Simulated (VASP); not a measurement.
# BW16 (a cell with a defect) in VASP: notebook, part 2 of 2

VASP 6.6.1.

## Step 3: Single point, LDA

The input, INCAR:

```
ALGO = Normal
EDIFF = 1E-7
ENCUT = 520
ISIF = 2
ISMEAR = -1
LASPH = True
LCHARG = False
LREAL = Auto
LWAVE = False
NBANDS = 128
NELM = 80
PREC = Accurate
SIGMA = 0.002
```

The input, KPOINTS:

```
k-points
0
Gamma
  2 2 2
```

The input, POSCAR:

```
BW16
1.0
    6.3200000000      0.0000000000      0.0000000000
    0.0000000000      6.3200000000      0.0000000000
    0.0000000000      0.0000000000      6.3200000000
W B
16 1
Direct
   -0.0057436709     -0.0116455696     -0.0144462025
    0.5022468354      0.0147784810     -0.0111234177
    0.0028955696      0.4969145570     -0.0082120253
    0.0135917722     -0.0070569620      0.4703164557
    0.2256012658      0.3003797468      0.2618987342
    0.5319145570      0.5132753165      0.0068196203
    0.5096202532     -0.0176898734      0.5052848101
    0.7404272152      0.2459335443      0.2296202532
   -0.0120727848      0.5068670886      0.5236550633
    0.2484968354      0.6845094937      0.2435284810
    0.2571518987      0.2510126582      0.7543196203
    0.5302848101      0.4823259494      0.5074367089
    0.7692721519      0.7349050633      0.2642405063
    0.7478955696      0.2170411392      0.7400158228
    0.2630221519      0.7592879747      0.7534177215
    0.7546202532      0.7420094937      0.7429272152
    0.2571518987      0.0029746835      0.2420253165
```

Potentials or basis: VASP PAW LDA potentials, release 64 (W_sv, B).

Command:

```bash
$ cat potpaw_LDA.64/W_sv/POTCAR potpaw_LDA.64/B/POTCAR > POTCAR
$ mpirun -np 1 vasp_std > vasp.out
```

OUTCAR:

```text
EDIFF = 1E-7
   ENCUT = 520
   ISIF = 2
   ISMEAR = -1
   LASPH = True
   LREAL = Auto
   NELM = 80
   PREC = Accurate

 ion  position               nearest neighbor table
   1  0.994  0.988  0.986-  17 2.32  14 2.63  16 2.66  15 2.67   8 2.76  11 2.77  13 2.77  10 2.99
                             5 3.01   4 3.07   3 3.11   2 3.11   3 3.21   2 3.21   4 3.26
   2  0.502  0.015  0.989-  17 2.23  14 2.55   8 2.59  11 2.61  15 2.67  16 2.82  13 3.00   5 3.05
                             7 3.06  10 3.09   1 3.11   6 3.16   6 3.18   1 3.21   7 3.27
   3  0.003  0.497  0.992-  10 2.52   5 2.54  11 2.69  16 2.71  13 2.72   8 2.74  15 2.78  14 2.87
                             9 2.96   6 2.98   1 3.11   1 3.21   6 3.35   9 3.36
   4  0.014  0.993  0.470-  17 2.11  13 2.60   5 2.70  14 2.78   8 2.80  15 2.80  10 2.84  16 2.86
[... 1264 lines left out ...]

 VOLUME and BASIS-vectors are now :
 -----------------------------------------------------------------------------
  energy-cutoff  :      520.00
  volume of cell :      252.44
      direct lattice vectors                 reciprocal lattice vectors
     6.320000000  0.000000000  0.000000000     0.158227848  0.000000000  0.000000000
     0.000000000  6.320000000  0.000000000     0.000000000  0.158227848  0.000000000
     0.000000000  0.000000000  6.320000000     0.000000000  0.000000000  0.158227848

 POSITION                                       TOTAL-FORCE (eV/Angst)
 -----------------------------------------------------------------------------------
      6.28370      6.24640      6.22870         1.275213      0.545352      0.867213
      3.17420      0.09340      6.24970        -0.840597     -1.605068      1.799434
      0.01830      3.14050      6.26810        -1.593437     -0.319790     -1.647919
      0.08590      6.27540      2.97240        -0.765375      0.294768      2.716278
      1.42580      1.89840      1.65520         1.910551     -0.053581     -0.352619
      3.36170      3.24390      0.04310        -1.751540     -1.466570     -1.767106
[... 9 lines left out ...]
      4.76920      4.68950      4.69530         0.358341      0.522107      1.411499
      1.62520      0.01880      1.52960         0.844378     -2.691675     -0.832838
 -----------------------------------------------------------------------------------
    total drift:                               -0.007475     -0.006901      0.005471

  FREE ENERGIE OF THE ION-ELECTRON SYSTEM (eV)
  ---------------------------------------------------
  free  energy   TOTEN  =      -228.7331633181 eV

  energy  without entropy=     -228.7329754489  energy(sigma->0) =     -228.73306938
```

OSZICAR:

```text
N       E                     dE             d eps       ncg     rms          rms(c)
DAV:   1     0.350159687435E+04    0.35016E+04   -0.12775E+05  2048   0.211E+03
DAV:   2     0.694284929188E+02   -0.34322E+04   -0.33731E+04  2048   0.713E+02
DAV:   3    -0.222778384927E+03   -0.29221E+03   -0.27691E+03  2336   0.179E+02
DAV:   4    -0.241507706142E+03   -0.18729E+02   -0.17956E+02  2416   0.354E+01
DAV:   5    -0.242216345812E+03   -0.70864E+00   -0.70218E+00  2480   0.642E+00    0.946E+01
DAV:   6    -0.231047281744E+03    0.11169E+02   -0.38656E+01  2416   0.235E+01    0.387E+01
DAV:   7    -0.230433622173E+03    0.61366E+00   -0.23525E+01  2544   0.226E+01    0.902E+00
DAV:   8    -0.228782502865E+03    0.16511E+01   -0.12163E+01  2568   0.141E+01    0.242E+00
DAV:   9    -0.228760045874E+03    0.22457E-01   -0.87870E-01  2416   0.409E+00    0.193E+00
DAV:  10    -0.228745043280E+03    0.15003E-01   -0.90432E-02  2480   0.157E+00    0.113E+00
DAV:  11    -0.228734537481E+03    0.10506E-01   -0.37853E-02  2568   0.102E+00    0.319E-01
DAV:  12    -0.228733421535E+03    0.11159E-02   -0.11174E-02  2608   0.648E-01    0.131E-01
DAV:  13    -0.228733179739E+03    0.24180E-03   -0.16646E-03  2592   0.257E-01    0.633E-02
DAV:  14    -0.228733164744E+03    0.14995E-04   -0.25775E-04  2512   0.796E-02    0.523E-02
DAV:  15    -0.228733163894E+03    0.85005E-06   -0.65283E-05  2512   0.497E-02    0.202E-02
DAV:  16    -0.228733163513E+03    0.38066E-06   -0.98340E-06  2480   0.182E-02    0.872E-03
DAV:  17    -0.228733163374E+03    0.13912E-06   -0.17404E-06  2408   0.755E-03    0.469E-03
DAV:  18    -0.228733163318E+03    0.56178E-07   -0.64164E-07  1896   0.458E-03
   1 F= -.22873316E+03 E0= -.22873307E+03  d E =-.187869E-03
```

It took 14 min on 1 thread of Oxide Virtual Turin-like, shared host; peak memory 0.33 GiB.

What came out:

* Free energy: -228.7332 eV
* Pressure: 9.6 GPa
* Largest force: 3.904 eV/Å

Forces in eV/Å, atoms in the order of the input:
```
W    1.275  0.545  0.867
W   -0.841 -1.605  1.799
W   -1.593 -0.320 -1.648
W   -0.765  0.295  2.716
W    1.911 -0.054 -0.353
W   -1.752 -1.467 -1.767
W   -0.991  0.698 -1.979
W    1.764 -0.612  1.584
W    1.397 -1.671 -0.283
W    1.434  3.534  0.834
W   -0.335  0.478 -0.578
W   -2.215  0.621  0.433
W   -1.467  0.934 -1.916
W    1.413  2.642  0.129
W   -0.437 -1.850 -0.418
W    0.358  0.522  1.411
B    0.844 -2.692 -0.833
```

Stress tensor (GPa, compression positive):
```
 6.11 -0.50 -0.27
-0.50 17.96  0.39
-0.27  0.39  4.59
```

Caveat: the k points lie up to 0.50 Å⁻¹ apart; spin-orbit coupling is left out, which moves the levels of the heavy elements.

## Step 4: Single point, LDA

The input, INCAR:

```
SYSTEM = BW16
PREC = Accurate
ENCUT = 520
EDIFF = 1E-6
ISMEAR = -1
SIGMA = 0.002
LREAL = Auto
LASPH = .True.
NELM = 100
ALGO = Normal
ISIF = 2
LWAVE = .False.
LCHARG = .False.
NBANDS = 128
```

The input, KPOINTS:

```
regular mesh
0
Gamma
  2 2 2
  0 0 0
```

The input, POSCAR:

```
BW16
1.0
    6.3200000000      0.0000000000      0.0000000000
    0.0000000000      6.3200000000      0.0000000000
    0.0000000000      0.0000000000      6.3200000000
W B
16 1
Direct
    0.0235284810      0.0022468354     -0.0168829114
    0.5218196203      0.0019462025      0.0070411392
    0.0037816456      0.4925158228     -0.0372626582
    0.0020886076     -0.0026898734      0.4965981013
    0.2430379747      0.2921044304      0.2758544304
    0.5244462025      0.5052373418     -0.0009651899
    0.5078639241     -0.0154113924      0.4607753165
    0.7621677215      0.2522468354      0.2561867089
   -0.0072468354      0.5042721519      0.5121835443
    0.2617088608      0.6930696203      0.2384018987
    0.2489398734      0.2526424051      0.7462025316
    0.4918037975      0.4784810127      0.5284968354
    0.7550632911      0.7335759494      0.2608860759
    0.7568512658      0.2366139241      0.7464398734
    0.2447310127      0.7343196203      0.7346677215
    0.7387500000      0.7522310127      0.7616772152
    0.2551898734     -0.0064240506      0.2321835443
```

Potentials or basis: VASP PAW LDA potentials, release 64 (W_sv, B).

Command:

```bash
$ cat potpaw_LDA.64/W_sv/POTCAR potpaw_LDA.64/B/POTCAR > POTCAR
$ mpirun -np 1 vasp_std > vasp.out
```

OUTCAR:

```text
SYSTEM = BW16
   PREC = Accurate
   ENCUT = 520
   EDIFF = 1E-6
   ISMEAR = -1
   LREAL = Auto
   LASPH = .True.
   NELM = 100
   ISIF = 2

 ion  position               nearest neighbor table
   1  0.024  0.002  0.983-  17 2.15  11 2.60  14 2.70  15 2.70  16 2.77   8 2.86  10 2.95   5 2.95
                            13 2.97   4 3.08   3 3.10   2 3.15   2 3.17   3 3.23   4 3.25
   2  0.522  0.002  0.007-  17 2.21  16 2.60  14 2.67   8 2.70  13 2.76  11 2.86   7 2.87  10 2.94
                            15 2.98   5 3.06   6 3.14   1 3.15   1 3.17   6 3.18   7 3.46
   3  0.004  0.493  0.963-  11 2.56  15 2.59  14 2.63  16 2.67  10 2.70   5 2.79   8 2.84   9 2.85
                            13 2.89   6 3.04   1 3.10   1 3.23   6 3.30   9 3.47
   4  0.002  0.997  0.497-  17 2.31  14 2.68   8 2.68  15 2.72  13 2.73  11 2.74   5 2.78  16 2.82
                            10 3.01   1 3.08   9 3.12   7 3.13   7 3.21   9 3.21   1 3.25
   5  0.243  0.292  0.276-  17 1.91  12 2.53  10 2.55   9 2.56   4 2.78   3 2.79   7 2.82   6 2.84
                             1 2.95  11 2.98   8 3.05   2 3.06   8 3.29  11 3.36
   6  0.524  0.505  0.999-  10 2.54  16 2.55  13 2.64   8 2.73  14 2.75  15 2.83   5 2.84  11 2.85
                            12 2.99   3 3.04   2 3.14   2 3.18   3 3.30  12 3.36
   7  0.508  0.985  0.461-  17 2.15  13 2.56   8 2.67  10 2.79  16 2.81   5 2.82   2 2.87  15 2.87
                            14 2.88  11 2.97   4 3.13  12 3.15   4 3.21  12 3.23   2 3.46
   8  0.762  0.252  0.256-   7 2.67   4 2.68   9 2.70   2 2.70   6 2.73  12 2.82   3 2.84   1 2.86
                            13 3.04   5 3.05  14 3.10  14 3.22  13 3.28   5 3.29
   9  0.993  0.504  0.512-   5 2.56  15 2.57  13 2.62  14 2.70   8 2.70  10 2.70  11 2.71  16 2.74
                             3 2.85   4 3.12  12 3.16  12 3.17   4 3.21   3 3.47
  10  0.262  0.693  0.238-  17 1.90   6 2.54   5 2.55   3 2.70   9 2.70  12 2.70   7 2.79   2 2.94
                             1 2.95   4 3.01  13 3.13  15 3.15  15 3.20  13 3.22
  11  0.249  0.253  0.746-  12 2.51   3 2.56   1 2.60   9 2.71   4 2.74   6 2.85   2 2.86   7 2.97
                             5 2.98  15 3.05  14 3.11  14 3.21  15 3.28   5 3.36
  12  0.492  0.478  0.528-  11 2.51   5 2.53  15 2.60  14 2.65  10 2.70  16 2.76   8 2.82  13 2.87
                             6 2.99   7 3.15   9 3.16   9 3.17   7 3.23   6 3.36
  13  0.755  0.734  0.261-   7 2.56   9 2.62   6 2.64   4 2.73   2 2.76  12 2.87   3 2.89   1 2.97
                             8 3.04  10 3.13  16 3.16  16 3.17  10 3.22   8 3.28
  14  0.757  0.237  0.746-   3 2.63  12 2.65   2 2.67   4 2.68   1 2.70   9 2.70   6 2.75   7 2.88
                            16 3.06   8 3.10  11 3.11  11 3.21   8 3.22  16 3.26
[... 196 lines left out ...]
  ext. energy  EPLUGINS =         0.00000000
  ---------------------------------------------------
  free energy    TOTEN  =      -228.88162002 eV

  energy without entropy =     -228.88158512  energy(sigma->0) =     -228.88160257

 E-fermi :  11.4243     XC(G=0): -13.9248

 val. band max:       11.4139296253   @ k =   0.0000   0.0000   0.5000
 cond. band min:      11.4346080484   @ k =   0.5000   0.5000   0.0000
 fundamental gap:      0.0206784231
 Fermi energy:        11.4242688382

 k-point     1 :       0.0000    0.0000    0.0000
  band No.  band energies     occupation
      1     -62.0528      2.00000
      2     -61.9902      2.00000
      3     -61.9707      2.00000
      4     -61.9404      2.00000
      5     -61.9296      2.00000
      6     -61.9118      2.00000
[... 1013 lines left out ...]
    124      13.6918      0.00000
    125      13.7891      0.00000
 [bands above 125 left out]

------------------------ aborting loop because EDIFF is reached ----------------------------------------

  FORCE on cell =-STRESS in cart. coord.  units (eV):
  Direction    XX          YY          ZZ          XY          YZ          ZX
  --------------------------------------------------------------------------------------
  -------------------------------------------------------------------------------------
  Total        5.6049142     29.5243268      9.4566598     -0.8763227      1.4214574     -1.2178712
  in kB       35.5736409    187.3869539     60.0201551     -5.5619027      9.0217999     -7.7296657
  external PRESSURE =      94.3269166 kB  Pullay stress =       0.0000000 kB

 VOLUME and BASIS-vectors are now :
 -----------------------------------------------------------------------------
  energy-cutoff  :      520.00
  volume of cell :      252.44
      direct lattice vectors                 reciprocal lattice vectors
     6.320000000  0.000000000  0.000000000     0.158227848  0.000000000  0.000000000
     0.000000000  6.320000000  0.000000000     0.000000000  0.158227848  0.000000000
     0.000000000  0.000000000  6.320000000     0.000000000  0.000000000  0.158227848

 POSITION                                       TOTAL-FORCE (eV/Angst)
 -----------------------------------------------------------------------------------
      0.14870      0.01420      6.21330        -1.308938     -0.540850      1.434406
      3.29790      0.01230      0.04450        -1.155432      0.422270     -1.266279
      0.02390      3.11270      6.08450        -0.362632      0.519374      3.311219
      0.01320      6.30300      3.13850         0.466266     -0.625553     -0.459571
      1.53600      1.84610      1.74340         0.098271      1.207493     -2.044072
      3.31450      3.19310      6.31390        -0.728219     -1.956146     -0.147813
[... 9 lines left out ...]
      4.66890      4.75410      4.81380         1.339521     -0.278066     -1.618118
      1.61280      6.27940      1.46740        -0.302701     -0.188412     -0.013054
 -----------------------------------------------------------------------------------
    total drift:                               -0.001843      0.004979     -0.000731

  FREE ENERGIE OF THE ION-ELECTRON SYSTEM (eV)
  ---------------------------------------------------
  free  energy   TOTEN  =      -228.8816200245 eV

  energy  without entropy=     -228.8815851214  energy(sigma->0) =     -228.88160257
```

OSZICAR:

```text
N       E                     dE             d eps       ncg     rms          rms(c)
DAV:   1     0.351079873489E+04    0.35108E+04   -0.12778E+05  2048   0.211E+03
DAV:   2     0.696453911140E+02   -0.34412E+04   -0.33831E+04  2048   0.715E+02
DAV:   3    -0.225299548017E+03   -0.29494E+03   -0.27996E+03  2384   0.179E+02
DAV:   4    -0.242237726340E+03   -0.16938E+02   -0.16277E+02  2408   0.348E+01
DAV:   5    -0.242879470802E+03   -0.64174E+00   -0.63411E+00  2480   0.621E+00    0.949E+01
DAV:   6    -0.231079170000E+03    0.11800E+02   -0.40397E+01  2352   0.234E+01    0.383E+01
DAV:   7    -0.230115006834E+03    0.96416E+00   -0.19362E+01  2512   0.201E+01    0.798E+00
DAV:   8    -0.228948641223E+03    0.11664E+01   -0.10031E+01  2576   0.133E+01    0.243E+00
DAV:   9    -0.228907297949E+03    0.41343E-01   -0.76608E-01  2472   0.408E+00    0.187E+00
DAV:  10    -0.228893296085E+03    0.14002E-01   -0.83710E-02  2488   0.157E+00    0.115E+00
DAV:  11    -0.228882968826E+03    0.10327E-01   -0.43011E-02  2416   0.102E+00    0.393E-01
DAV:  12    -0.228881841677E+03    0.11271E-02   -0.10093E-02  2504   0.567E-01    0.129E-01
DAV:  13    -0.228881640430E+03    0.20125E-03   -0.14430E-03  2520   0.230E-01    0.650E-02
DAV:  14    -0.228881620073E+03    0.20357E-04   -0.28377E-04  2464   0.773E-02    0.475E-02
DAV:  15    -0.228881620822E+03   -0.74861E-06   -0.50986E-05  2504   0.414E-02    0.158E-02
DAV:  16    -0.228881620241E+03    0.58048E-06   -0.11507E-05  2128   0.206E-02    0.783E-03
DAV:  17    -0.228881620024E+03    0.21688E-06   -0.14956E-06  1360   0.757E-03
   1 F= -.22888162E+03 E0= -.22888160E+03  d E =-.349031E-04
```

stdout:

```text
POSCAR found type information on POSCAR W B
 POSCAR found :  2 types and      17 ions
 scaLAPACK will be used
 LDA part: xc-table for (Slater(with rela. corr.)+CA(PZ))
 , standard interpolation
 POSCAR, INCAR and KPOINTS ok, starting setup
 FFT: planning ... GRIDC
 FFT: planning ... GRID_SOFT
 FFT: planning ... GRID
 WAVECAR not read
 entering main loop
```

Run time: 12 min. Hardware: 1 thread of Oxide Virtual Turin-like, shared host; peak memory 0.33 GiB.

What came out:

```
Free energy   : -228.8816 eV
Pressure      : 9.4 GPa
Largest force : 3.919 eV/Å
```

Forces in eV/Å, atoms in the order of the input:
```
W   -1.309 -0.541  1.434
W   -1.155  0.422 -1.266
W   -0.363  0.519  3.311
W    0.466 -0.626 -0.460
W    0.098  1.207 -2.044
W   -0.728 -1.956 -0.148
W   -0.607  0.514  3.838
W   -0.205 -0.155 -1.214
W   -1.209 -0.375 -0.795
W   -0.952 -0.906  0.084
W    1.176 -1.796  0.694
W    2.931  1.640 -1.723
W    0.554  0.494 -1.302
W   -0.732  0.129  0.156
W    1.000  1.895  1.065
W    1.340 -0.278 -1.618
B   -0.303 -0.188 -0.013
```

Stress tensor (GPa, compression positive):
```
 3.56 -0.56 -0.77
-0.56 18.74  0.90
-0.77  0.90  6.00
```

Caveat: the k points lie up to 0.50 Å⁻¹ apart; spin-orbit coupling is left out, which moves the levels of the heavy elements.
